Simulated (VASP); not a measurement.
WCl:

```xyz
2
Lattice="3.7031 0.0000 0.0000 0.0000 3.7031 0.0000 0.0000 0.0000 3.7031" Properties=species:S:1:pos:R:3 pbc="T T T"
W     1.8515    1.8515    1.8515
Cl    0.0000    0.0000    0.0000
```

The cell was built from a structure type or drawn by symmetry, and may not be a known phase.

```yaml
Program: VASP 6.6.1
Task: relaxation of cell and atoms
Functional: PBE
Potentials_or_basis: VASP PAW PBE potentials, release 64 (W_sv, Cl)
Cutoff: 500 eV
k_mesh: 5 × 5 × 5
Occupations: gaussian, width 0.2 eV
Spin: no spin polarisation
```

At the start: pressure -20.6 GPa; volume 25.39 Å³/atom.

Task: How do energy, volume and symmetry change on relaxing?

Result: Over 3 steps the energy falls by 1116.1 meV/atom and the volume is 14.79 Å³/atom (-41.7 %); space group Pm-3m (No. 221, to 0.1 Å) before and after.

Step by step:
```csv
step,energy change (eV),largest force (eV/Å),pressure (GPa),volume (Å³)
1,0.0000,0.0000,-20.59,50.78
2,-2.2250,0.0000,-3.22,30.38
3,-2.2322,0.0000,0.41,29.59
```

Final structure:
```
W Cl
1.0
     3.09296    0.00000    0.00000
     0.00000    3.09296    0.00000
     0.00000    0.00000    3.09296
W Cl
1 1
Direct
  0.50000 0.50000 0.50000
  0.00000 0.00000 0.00000
```

Caveat: the volume moved by over 15 % at a fixed basis, so the end points are rough; an odd number of electrons without spin polarisation forces a metal; a magnetic or distorted state may lie lower.
